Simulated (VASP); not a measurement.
# Sn (Fd-3m) in VASP: a series of runs, part 2 of 2

VASP 6.6.1. Earlier steps stand in the parts before.

## Step 3: Single point, PBE (33.52 Å³/atom)

This run uses another cell than the first one, of 33.52 Å³/atom.

INCAR

```
  PREC = Accurate
  ENCUT = 520
  EDIFF = 1E-7
  ISMEAR = 0
  SIGMA = 0.1
  LREAL = False
  LASPH = True
  NELM = 60
  ALGO = Normal
  ISIF = 2
  LWAVE = False
  LCHARG = False
  GGA = PE
  NBANDS = 21
```

KPOINTS

```
regular mesh
0
Gamma
  12 12 12
```

POSCAR

```
Sn
1.0
    0.0000000000      3.2243510677      3.2243510677
    3.2243510677      0.0000000000      3.2243510677
    3.2243510677      3.2243510677      0.0000000000
Sn
2
Direct
    0.0000000000      0.0000000000      0.0000000000
    0.2500000000      0.2500000000      0.2500000000
```

Potentials or basis: VASP PAW PBE potentials, release 64 (Sn_d).

On the command line:

```
$ cat potpaw_PBE.64/Sn_d/POTCAR > POTCAR
$ mpirun -np 1 vasp_std > vasp.out
```

OUTCAR:

```text
PREC = Accurate
   ENCUT = 520
   EDIFF = 1E-7
   ISMEAR = 0
   LREAL = False
   LASPH = True
   NELM = 60
   ISIF = 2
   GGA = PE

 ion  position               nearest neighbor table
   1  0.000  0.000  0.000-   2 2.79   2 2.79   2 2.79   2 2.79
   2  0.250  0.250  0.250-   1 2.79   1 2.79   1 2.79   1 2.79

  LATTYP: Found a face centered cubic cell.
 ALAT       =     6.4487021354

  Lattice vectors:

 A1 = (   0.0000000000,   3.2243510677,   3.2243510677)
 A2 = (   3.2243510677,   0.0000000000,   3.2243510677)
 A3 = (   3.2243510677,   3.2243510677,   0.0000000000)

Analysis of symmetry for initial positions (statically):
=====================================================================
 Subroutine PRICEL returns:
 Original cell was already a primitive cell.

 Routine SETGRP: Setting up the symmetry group for a
 face centered cubic supercell.

 Subroutine GETGRP returns: Found 48 space group operations
 (whereof 24 operations were pure point group operations)
 out of a pool of 48 trial point group operations.

The static configuration has the point symmetry T_d .
 The point group associated with its full space group is O_h .

Analysis of symmetry for dynamics (positions and initial velocities):
=====================================================================
 Subroutine PRICEL returns:
 Original cell was already a primitive cell.

 Routine SETGRP: Setting up the symmetry group for a
 face centered cubic supercell.

 Subroutine GETGRP returns: Found 48 space group operations
 (whereof 24 operations were pure point group operations)
 out of a pool of 48 trial point group operations.

The dynamic configuration has the point symmetry T_d .
 The point group associated with its full space group is O_h .

 Subroutine INISYM returns: Found 48 space group operations
 (whereof 24 operations are pure point group operations),
 and found     1 'primitive' translations

[... 106 lines left out ...]
   NUPDOWN=      -1.0000    fix difference up-down
   EMIN   =  10.00;   EMAX   =-10.00  energy-range for DOS
   EFERMI =   0.00;   METHOD = LEGACY
   ISMEAR =     0;   SIGMA  =   0.10  broadening in eV -4-tet -1-fermi 0-gaus
   EFERMI_NEDOS =   21; number of points for ismear=-14 and -15
   IALGO  =     38    algorithm
   IMIX   =      4    mixing-type and parameters
     AMIX     =   0.40;   BMIX     =  1.00
     AMIX_MAG =   1.60;   BMIX_MAG =  1.00
  volume/ion in A,a.u.               =      33.52       226.22
  Fermi-wavevector in a.u.,A,eV,Ry     =   1.223701  2.312459 20.373952  1.497443
  Thomas-Fermi vector in A             =   2.358802
   LORBIT       =      0    0 simple, 1 ext, 2 COOP (PROOUT), +10 PAW based schemes
   GGA     = PE    functional components
   LHFCALC =     F    Hartree Fock is set to
   AEXX    =    0.0000 exact exchange contribution
   IVDW    =     0    specifies the selected vdW correction
   LEPSILON=     F    determine dielectric tensor
   LRPA    =     F    only Hartree local field effects (RPA)
 non-spin polarized calculation
 Gauss-broadening in eV      SIGMA  =   0.10
  energy-cutoff  :      520.00
  volume of cell :       67.04
 maximum number of plane-waves:      1828
 NGX is ok and might be reduce to    36
   NGX = 17   NGY = 17   NGZ = 17

 number of electron      28.0000011 magnetization

 Free energy of the ion-electron system (eV)
  ---------------------------------------------------
  ext. energy  EPLUGINS =         0.00000000
  ---------------------------------------------------
  free energy    TOTEN  =        -7.61306032 eV

  energy without entropy =       -7.61224092  energy(sigma->0) =       -7.61265062

 E-fermi :   5.8742     XC(G=0):  -8.9592

 val. band max:        5.7849458860   @ k =   0.0833   0.0000   0.0000
 cond. band min:       5.8760303122   @ k =   0.5000   0.0000   0.0000
 fundamental gap:      0.0910844262
 Fermi energy:         5.8742491216

 k-point     1 :       0.0000    0.0000    0.0000
  band No.  band energies     occupation
      1     -15.8788      2.00000
      2     -15.8788      2.00000
      3     -15.8788      2.00000
      4     -15.8166      2.00000
      5     -15.8166      2.00000
      6     -15.4918      2.00000
[... 565 lines left out ...]
     20      13.7338      0.00000
     21      13.9399      0.00000

 [... further k-points ...]
[... 5 lines left out ...]
  --------------------------------------------------------------------------------------
  -------------------------------------------------------------------------------------
  Total        1.7510167      1.7510167      1.7510167      0.0000000      0.0000000     -0.0000000
  in kB       41.8450332     41.8450332     41.8450332      0.0000000      0.0000000     -0.0000000
  external PRESSURE =      41.8450332 kB  Pullay stress =       0.0000000 kB

 VOLUME and BASIS-vectors are now :
 -----------------------------------------------------------------------------
  energy-cutoff  :      520.00
  volume of cell :       67.04
      direct lattice vectors                 reciprocal lattice vectors
     0.000000000  3.224351068  3.224351068    -0.155069963  0.155069963  0.155069963
     3.224351068  0.000000000  3.224351068     0.155069963 -0.155069963  0.155069963
     3.224351068  3.224351068  0.000000000     0.155069963  0.155069963 -0.155069963

 POSITION                                       TOTAL-FORCE (eV/Angst)
 -----------------------------------------------------------------------------------
      0.00000      0.00000      0.00000        -0.000000      0.000000      0.000000
      1.61218      1.61218      1.61218         0.000000     -0.000000     -0.000000
 -----------------------------------------------------------------------------------
    total drift:                                0.000000      0.000000      0.000000

  FREE ENERGIE OF THE ION-ELECTRON SYSTEM (eV)
  ---------------------------------------------------
  free  energy   TOTEN  =        -7.6130603214 eV

  energy  without entropy=       -7.6122409200  energy(sigma->0) =       -7.61265062
```

OSZICAR:

```text
N       E                     dE             d eps       ncg     rms          rms(c)
DAV:   1     0.227564603154E+03    0.22756E+03   -0.14530E+04  3069   0.193E+03
DAV:   2     0.172157496068E+02   -0.21035E+03   -0.20549E+03  3049   0.449E+02
DAV:   3    -0.684065972885E+01   -0.24056E+02   -0.23923E+02  3509   0.140E+02
DAV:   4    -0.764605479945E+01   -0.80540E+00   -0.80499E+00  3479   0.285E+01
DAV:   5    -0.767887286393E+01   -0.32818E-01   -0.32817E-01  4444   0.534E+00    0.333E+00
DAV:   6    -0.763265185137E+01    0.46221E-01   -0.28889E-02  4101   0.208E+00    0.194E+00
DAV:   7    -0.761077333531E+01    0.21879E-01   -0.46891E-02  3296   0.220E+00    0.163E-01
DAV:   8    -0.761264863083E+01   -0.18753E-02   -0.57444E-03  3459   0.814E-01    0.525E-02
DAV:   9    -0.761303861373E+01   -0.38998E-03   -0.49102E-04  3350   0.142E-01    0.122E-02
DAV:  10    -0.761305601796E+01   -0.17404E-04   -0.32858E-05  3925   0.482E-02    0.583E-03
DAV:  11    -0.761306030688E+01   -0.42889E-05   -0.76356E-06  3317   0.160E-02    0.688E-04
DAV:  12    -0.761306032140E+01   -0.14523E-07   -0.27140E-07  3018   0.369E-03
   1 F= -.76130603E+01 E0= -.76126506E+01  d E =-.819401E-03
```

stdout:

```text
POSCAR found type information on POSCAR Sn
 POSCAR found :  1 types and       2 ions
 scaLAPACK will be used
 LDA part: xc-table for (Slater+PW92), standard interpolation
 POSCAR, INCAR and KPOINTS ok, starting setup
 FFT: planning ... GRIDC
 FFT: planning ... GRID_SOFT
 FFT: planning ... GRID
 WAVECAR not read
 entering main loop
```

Run time: 86 s. Hardware: 1 thread of Intel Xeon 6975P-C (Granite Rapids), shared host; peak memory 0.24 GiB.

Results:

- Free energy: -7.6131 eV
- Pressure: 4.2 GPa
- Band gap on the k mesh: zero (bands 14 and 15 overlap by 0.05 eV)

Levels at points of the mesh, in eV from the Fermi level:
```csv
k point,band 12,band 13,band 14,band 15,band 16,band 17
"(0.00, 0.00, 0.00)",-0.53,0.06,0.06,0.06,2.13,2.13
"(0.50, 0.00, 0.00)",-6.40,-1.18,-1.18,0.00,3.21,3.21
"(0.50, 0.50, 0.00)",-7.61,-2.55,-2.55,0.77,0.77,7.82
```

Caveat: the cell stands under pressure; spin-orbit coupling is left out, which moves the levels of the heavy elements.

## Step 4: Single point, PBE (34.63 Å³/atom)

This run uses another cell than the first one, of 34.63 Å³/atom.

INCAR

```
SYSTEM = Sn
ALGO = Normal
EDIFF = 1E-6
ENCUT = 520
GGA = PE
ISIF = 2
ISMEAR = 0
LASPH = .True.
LCHARG = .False.
LREAL = .False.
LWAVE = .False.
NBANDS = 21
NELM = 80
PREC = Accurate
SIGMA = 0.1
```

KPOINTS

```
k-points
0
Gamma
  12 12 12
  0 0 0
```

POSCAR

```
Sn
1.0
    0.0000000000      3.2594011079      3.2594011079
    3.2594011079      0.0000000000      3.2594011079
    3.2594011079      3.2594011079      0.0000000000
Sn
2
Direct
    0.0000000000      0.0000000000      0.0000000000
    0.2500000000      0.2500000000      0.2500000000
```

On the command line:

```
$ cat potpaw_PBE.64/Sn_d/POTCAR > POTCAR
$ mpirun -np 1 vasp_std > vasp.out
```

Run time: 80 s. Hardware: 1 thread of Intel Xeon 6975P-C (Granite Rapids), shared host; peak memory 0.24 GiB.

It converged, with:

- Free energy: -7.6596 eV
- Pressure: 2.5 GPa
- Band gap on the k mesh: zero (bands 14 and 15 overlap by 0.12 eV)

Levels at points of the mesh, in eV from the Fermi level:
| k point | band 11 | band 12 | band 13 | band 14 | band 15 | band 16 | band 17 | band 18 |
| --- | --- | --- | --- | --- | --- | --- | --- | --- |
| (0.00, 0.00, 0.00) | -10.52 | -0.74 | 0.08 | 0.08 | 0.08 | 2.15 | 2.15 | 2.15 |
| (0.50, 0.00, 0.00) | -8.93 | -6.25 | -1.10 | -1.10 | -0.04 | 3.22 | 3.22 | 5.65 |
| (0.50, 0.50, 0.00) | -7.47 | -7.47 | -2.42 | -2.42 | 0.83 | 0.83 | 7.63 | 7.63 |

Caveat: spin-orbit coupling is left out, which moves the levels of the heavy elements.

## Step 5: Single point, PBE (35.73 Å³/atom)

This run uses another cell than the first one, of 35.73 Å³/atom.

INCAR

```
PREC = Accurate ; ENCUT = 520
EDIFF = 1E-6 ; ISMEAR = 0
SIGMA = 0.1 ; LREAL = False
LASPH = True ; NELM = 80
ALGO = Fast ; ISIF = 2
LWAVE = False ; LCHARG = False
GGA = PE ; NBANDS = 21
```

KPOINTS

```
regular mesh
0
Gamma
  12 12 12
```

POSCAR

```
Sn
1.0
    0.0000000000      3.2937131147      3.2937131147
    3.2937131147      0.0000000000      3.2937131147
    3.2937131147      3.2937131147      0.0000000000
Sn
2
Direct
    0.0000000000      0.0000000000      0.0000000000
    0.2500000000      0.2500000000      0.2500000000
```

On the command line:

```
$ cat potpaw_PBE.64/Sn_d/POTCAR > POTCAR
$ mpirun -np 1 vasp_std > vasp.out
```

Run time: 1.9 min. Hardware: 1 thread of Intel Xeon 6975P-C (Granite Rapids), shared host; peak memory 0.25 GiB.

It converged, with:

* Free energy: -7.6852 eV
* Pressure: 1.1 GPa
* Band gap on the k mesh: zero (bands 14 and 15 overlap by 0.18 eV)

Levels at points of the mesh, in eV from the Fermi level:
| k point | band 11 | band 12 | band 13 | band 14 | band 15 | band 16 | band 17 | band 18 |
| --- | --- | --- | --- | --- | --- | --- | --- | --- |
| (0.00, 0.00, 0.00) | -10.30 | -0.93 | 0.10 | 0.10 | 0.10 | 2.16 | 2.16 | 2.16 |
| (0.50, 0.00, 0.00) | -8.77 | -6.12 | -1.04 | -1.04 | -0.08 | 3.22 | 3.22 | 5.69 |
| (0.50, 0.50, 0.00) | -7.35 | -7.35 | -2.31 | -2.31 | 0.88 | 0.88 | 7.45 | 7.45 |

Caveat: spin-orbit coupling is left out, which moves the levels of the heavy elements.

## Step 6: The runs side by side

| cell | gap on the mesh (eV) | pressure (GPa) |
| --- | --- | --- |
| a = 4.509 Å, angles 60.0°, 2 atoms | none | 6.2 |
| a = 4.560 Å, angles 60.0°, 2 atoms | none | 4.2 |
| a = 4.609 Å, angles 60.0°, 2 atoms | none | 2.5 |
| a = 4.658 Å, angles 60.0°, 2 atoms | none | 1.1 |

Alike in all rows: task single point; level PBE; potentials or basis VASP PAW PBE potentials, release 64 (Sn_d); no spin polarisation; k mesh 12 × 12 × 12; cutoff (eV) 520; smearing gaussian 0.1 eV.

Caveats: spin-orbit coupling is left out, which moves the levels of the heavy elements; the cell stands under pressure (at least some runs).

Total energies depend on the potentials used, so only differences within one code and one set of settings carry meaning.

The gap in the log of VASP goes by the Fermi energy; the results here count the filled bands.